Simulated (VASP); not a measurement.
A run of VASP 6.6.1:

File INCAR:

```
SYSTEM = W
ALGO = Normal
EDIFF = 1E-6
ENCUT = 500
GGA = PE
GGA_COMPAT = .False.
ISIF = 2
ISMEAR = 0
LASPH = .True.
LCHARG = .True.
LELF = .True.
LREAL = .False.
LVHAR = .True.
LWAVE = .False.
NBANDS = 13
NELM = 120
PREC = Accurate
SIGMA = 0.15
```

The input KPOINTS:

```
k-points
0
Gamma
  30 30 30
  0 0 0
```

Contents of POSCAR:

```
W
1.0
   -1.6366415894      1.6366415894      1.5057102623
    1.6366415894     -1.6366415894      1.5057102623
    1.6366415894      1.6366415894     -1.5057102623
W
1
Direct
    0.0000000000      0.0000000000      0.0000000000
```

Potentials or basis: VASP PAW PBE potentials, release 64 (W_sv).

The run is started by

```console
$ cat potpaw_PBE.64/W_sv/POTCAR > POTCAR
$ mpirun -np 1 vasp_std > vasp.out
```

Hardware: 1 thread of Intel(R) Xeon(R) 6975P-C (Granite Rapids) (shared host).

Task: Estimate the wall time of this run.

Result: Run time: 97 s on 1 thread of Intel(R) Xeon(R) 6975P-C (Granite Rapids) (shared host), peak memory 0.45 GiB. Counts: scf iterations 11, k points 1992.
